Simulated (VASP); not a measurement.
Input of a VASP 6.6.1 run:

Contents of INCAR:

```
SYSTEM = HfC
ALGO = Normal ; EDIFF = 1E-7
ENCUT = 520 ; GGA = PE
ISIF = 2 ; ISMEAR = 0
LASPH = .True. ; LCHARG = .False.
LREAL = .False. ; LWAVE = .False.
NBANDS = 14 ; NELM = 60
PREC = Accurate ; SIGMA = 0.028000000000000004
```

The input KPOINTS:

```
k-points
0
Gamma
  12 12 12
  0 0 0
```

The input POSCAR:

```
HfC
1.0
   -1.3966732300      2.4971805100      1.8473367300
    1.3966732300     -2.4971805100      1.8473367300
    1.3966732300      2.4971805100     -1.8473367300
Hf C
1 1
Direct
    0.9847118300      0.9847118300      0.0000000000
    0.6794548300      0.1794548300      0.5000000000
```

Potentials or basis: VASP PAW PBE potentials, release 64 (Hf_pv, C).

The run is started by

```sh
$ cat potpaw_PBE.64/Hf_pv/POTCAR potpaw_PBE.64/C/POTCAR > POTCAR
$ mpirun -np 1 vasp_std > vasp.out
```

(1) What does it give for the band gap on the k mesh?

(2) Estimate the largest force.

Results:

(1) 0.36 eV, indirect (least direct gap 0.86 eV).

(2) 11.756 eV/Å.

Caveat: spin-orbit coupling is left out, which moves the levels of the heavy elements; forces of over 1 eV/Å act on the atoms, so gaps and moduli don't describe the material at rest.
